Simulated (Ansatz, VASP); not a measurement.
One calculation of CdSe, two programs

```
Cd Se
1.0
     0.00000    3.02500    3.02500
     3.02500    0.00000    3.02500
     3.02500    3.02500    0.00000
Cd Se
1 1
Direct
  0.00000 0.00000 0.00000
  0.25000 0.25000 0.25000
```

Alike in both runs: task single point; functional PBEsol; k mesh 8 × 8 × 8; no spin polarisation.

|  | VASP | Ansatz |
| --- | --- | --- |
| version | VASP 6.6.1 | Ansatz 0.2.0 |
| potentials or method | VASP PAW PBE potentials, release 64 (Cd, Se), cutoff 500 eV | scalar-relativistic, plane waves, PAW |
| occupations | gaussian, width 0.01 eV | fixed |
| valence electrons in the cell | 18 | 36 |

Ansatz gave:

| Quantity | Value |
| --- | --- |
| gap on the k mesh at the Fermi level (eV) | 0.51 |
| least direct gap on the mesh (eV) | 0.51 |
| pressure (GPa) | 0.9 |

Q: What did VASP give for the same quantities?

A: gap on the k mesh at the Fermi level (eV): 0.51; least direct gap on the mesh (eV): 0.51; pressure (GPa): 1.2.

VASP's potentials were made for PBE, not for PBEsol, and Ansatz warns of the same on its side. VASP's potentials hold 18 valence electrons a cell and Ansatz's 36, so a difference there can come from the potentials and not from the codes.
